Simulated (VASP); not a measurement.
Write the native input for VASP 6.6.1 that does the following.

```
Task                   : single point
Functional             : PBEsol
Potentials or basis    : VASP PAW PBE potentials, release 64 (Si, Ni)
Cutoff                 : 520 eV
k mesh                 : 9 × 9 × 11
Occupations            : gaussian, width 0.1 eV
Spin                   : no spin polarisation
Dipole correction      : no
Further INCAR settings : ALGO = Normal; EDIFF = 1e-06; NBANDS = 16; ISYM = 0
```

The structure of Si2Ni lies in POSCAR:

```
Si2Ni
1.0
    3.8123023511      0.0000000000      0.0000000000
   -1.9061511756      3.3015506830      0.0000000000
    1.9061511756      1.1005168943      3.1127318352
Si Ni
2 1
Direct
    0.5000000000      0.7500000000      0.7500000000
    0.5000000000      0.2500000000      0.2500000000
    0.0000000000      0.0000000000      0.0000000000
```

These files were run (other wordings do the same):

INCAR

```
PREC     = Accurate       # precision mode
ENCUT    = 520            # plane-wave cutoff, eV
EDIFF    = 1E-6           # SCF threshold, eV
ISMEAR   = 0              # smearing method
SIGMA    = 0.1            # smearing width, eV
LREAL    = False          # projectors in reciprocal space
LASPH    = True           # aspherical terms in the spheres
NELM     = 80             # most SCF steps
ALGO     = Normal         # electronic algorithm
ISIF     = 2              # what is computed and relaxed
LWAVE    = False          # write WAVECAR
LCHARG   = False          # write CHGCAR
GGA      = PS             # functional
NBANDS   = 16             # bands
ISYM     = 0
```

KPOINTS

```
Automatic mesh
0
Gamma
  9 9 11
```

Potentials or basis: VASP PAW PBE potentials, release 64 (Si, Ni).

The run is started by

```sh
$ cat potpaw_PBE.64/Si/POTCAR potpaw_PBE.64/Ni/POTCAR > POTCAR
$ mpirun -np 1 vasp_std > vasp.out
```

Results of the run:

* Pressure: 0.1 GPa
* Band gap on the k mesh: zero (bands 9 and 10 overlap by 2.13 eV)

Caveat: the PAW data sets were made with another functional, which shifts forces and pressure a little.

Run time: 5.2 min on 1 thread of Intel Xeon 8259CL (shared host), peak memory 0.37 GiB.
